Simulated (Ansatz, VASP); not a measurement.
# SrO in VASP and in Ansatz

File POSCAR:

```
SrO
1.0
    3.5632380093      0.0000000000      0.0000000000
   -1.7816190046      3.0858546358      0.0000000000
    0.0000000000      0.0000000000      6.2551048169
Sr O
2 2
Direct
    0.0000000000      0.0000000000      0.0000000000
    0.0000000000      0.0000000000      0.5000000000
    0.3333333333      0.6666666667      0.2500000000
    0.6666666667      0.3333333333      0.7500000000
```

INCAR.step1

```
SYSTEM = SrO
PREC     = Accurate       ! precision mode
ENCUT    = 520            ! plane-wave cutoff, eV
EDIFF    = 1E-5           ! SCF threshold, eV
ISMEAR   = 0              ! smearing method
SIGMA    = 0.01           ! smearing width, eV
LREAL    = .False.        ! projectors in reciprocal space
LASPH    = .True.         ! aspherical terms in the spheres
NELM     = 60             ! most SCF steps
ALGO     = Normal         ! electronic algorithm
ISIF     = 2              ! what is computed and relaxed
LWAVE    = .True.         ! write WAVECAR
LCHARG   = .False.        ! write CHGCAR
GGA      = PE             ! functional
NBANDS   = 24             ! bands
```

File INCAR.step2:

```
SYSTEM = SrO
PREC     = Accurate       ! precision mode
ENCUT    = 520            ! plane-wave cutoff, eV
EDIFF    = 1E-6           ! SCF threshold, eV
ISMEAR   = 0              ! smearing method
SIGMA    = 0.01           ! smearing width, eV
LREAL    = .False.        ! projectors in reciprocal space
LASPH    = .True.         ! aspherical terms in the spheres
NELM     = 60             ! most SCF steps
ALGO     = Normal         ! electronic algorithm
ISIF     = 2              ! what is computed and relaxed
LWAVE    = .False.        ! write WAVECAR
LCHARG   = .False.        ! write CHGCAR
GGA      = PE             ! functional
LHFCALC  = .True.         ! exact exchange
HFSCREEN = 0.2079         ! screening, 1/A
PRECFOCK = Normal       
ISTART   = 1            
NBANDS   = 24             ! bands
```

Contents of KPOINTS:

```
Automatic mesh
0
Gamma
  6 6 2
  0 0 0
```

Input for Ansatz:

```yaml
crystal:
  lattice:
    - [3.5632380093, 0.0, 0.0]
    - [-1.7816190046, 3.0858546358, 0.0]
    - [0.0, 0.0, 6.2551048169]
  atoms:
    - { symbol: Sr, position: [0.0, 0.0, 0.0] }
    - { symbol: Sr, position: [0.0, 0.0, 0.5] }
    - { symbol: O, position: [0.3333333333, 0.6666666667, 0.25] }
    - { symbol: O, position: [0.6666666667, 0.3333333333, 0.75] }
kpoints:
  mp_grid: { grid: [6, 6, 2] }
hamiltonian:
  xc: hse06
scf:
  occupations: { method: fixed }
  n_extra_bands: 5
output:
  forces: true
  stress: true
  eigenvalues: true
```

Alike in both runs: task single point; functional HSE06; k mesh 6 × 6 × 2; no spin polarisation.

```csv
,VASP,Ansatz
version,VASP 6.6.1,Ansatz 0.2.0
potentials or method,"VASP PAW PBE potentials, release 64 (Sr_sv, O)","plane waves, PAW"
plane-wave cutoff (eV),520,420
occupations,"gaussian, width 0.01 eV",fixed
valence electrons in the cell,32,32
```

Ansatz gave:

- gap on the k mesh at the Fermi level (eV): 4.95
- pressure (GPa): -0.2
- traceless stress, the component that is largest in VASP (GPa): 0.03

Question: What did VASP give for the same quantities?

Answer: gap on the k mesh at the Fermi level (eV): 4.91; pressure (GPa): 0.3; traceless stress, the component that is largest in VASP (GPa): 0.13.

Ansatz's warnings: stress exchange threshold loose, stress scf threshold loose.

The k mesh is coarse, so the values compare programs but aren't converged.
